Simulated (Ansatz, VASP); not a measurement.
EuBi: VASP beside Ansatz

```
CELL_PARAMETERS angstrom
4.10222 0.00000 0.00000
0.00000 4.10222 0.00000
0.00000 0.00000 4.10222
ATOMIC_POSITIONS crystal
Eu 0.00000 0.00000 0.00000
Bi 0.50000 0.50000 0.50000
```

Alike in both runs: task single point; functional PBE; k mesh 8 × 8 × 8; occupations gaussian, width 0.05 eV; collinear spin; Hubbard terms Eu f U = 6.0 eV.

```csv
,VASP,Ansatz
version,VASP 6.6.1,Ansatz 0.2.0
potentials or method,"VASP PAW PBE potentials, release 64 (Eu, Bi_d), cutoff 520 eV","scalar-relativistic, plane waves, PAW"
valence electrons in the cell,32,32
```

|  | VASP | Ansatz | Ansatz less VASP |
| --- | --- | --- | --- |
| gap on the k mesh at the Fermi level (eV) | none | none | - |
| pressure (GPa) | 0.1 | 0.0 | -0.09 |
| net moment per atom (μB) | 3.54 | 3.54 | +0.005 |
| size of the moment on the site where the two differ most (μB) | 6.74 | 6.98 | +0.240 |

Site moments also hang on the region over which each program counts them. The programs project onto different local orbitals, so the same U acts differently, and such runs can settle in different states. A gap of «none» marks a metal or a gap that the smearing closes. Ansatz's warnings: filled band counts differ across k points, stability check not made.

Spin-orbit coupling is off throughout.
